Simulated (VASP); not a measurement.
Input of a VASP 6.6.1 run:

INCAR

```
SYSTEM = Ba3TaH9
ALGO = Normal ; EDIFF = 1E-6
ENCUT = 520 ; GGA = PE
ISIF = 2 ; ISMEAR = 0
LASPH = .TRUE. ; LCHARG = .TRUE.
LELF = .TRUE. ; LREAL = .FALSE.
LVHAR = .TRUE. ; LWAVE = .FALSE.
NBANDS = 37 ; NELM = 60
PREC = Accurate ; SIGMA = 0.1
```

The input KPOINTS:

```
k-points
0
G
  3 3 4
  0 0 0
```

File POSCAR:

```
Ba3TaH9
1.0
    5.7676888582      0.0000000000      0.0000000000
   -2.8838444291      4.9949650723      0.0000000000
    0.0000000000      0.0000000000      7.2448449869
Ba Ta H
3 1 9
Direct
    0.6666666667      0.3333333333      0.7239424259
    0.0000000000      0.0000000000      0.0000000000
    0.3333333333      0.6666666667      0.2760575741
    0.0000000000      0.0000000000      0.5000000000
    0.1522596936      0.3045193873      0.6571577208
    0.6954806127      0.8477403064      0.6571577208
    0.1522596936      0.8477403064      0.6571577208
    0.5000000000      0.0000000000      0.0000000000
    0.0000000000      0.5000000000      0.0000000000
    0.5000000000      0.5000000000      0.0000000000
    0.8477403064      0.6954806127      0.3428422792
    0.3045193873      0.1522596936      0.3428422792
    0.8477403064      0.1522596936      0.3428422792
```

Potentials or basis: VASP PAW PBE potentials, release 64 (Ba_sv, Ta_pv, H).

Run with:

```bash
$ cat potpaw_PBE.64/Ba_sv/POTCAR potpaw_PBE.64/Ta_pv/POTCAR potpaw_PBE.64/H/POTCAR > POTCAR
$ mpirun -np 1 vasp_std > vasp.out
```

(1) What does it give for the largest force?

(2) Predict the band gap on the k mesh.

(3) What does it give for the pressure?

Answers

(1) 0.067 eV/Å.

(2) zero (bands 25 and 26 overlap by 0.14 eV).

(3) 0.4 GPa.

Caveat: the k points lie up to 0.42 Å⁻¹ apart; spin-orbit coupling is left out, which moves the levels of the heavy elements.
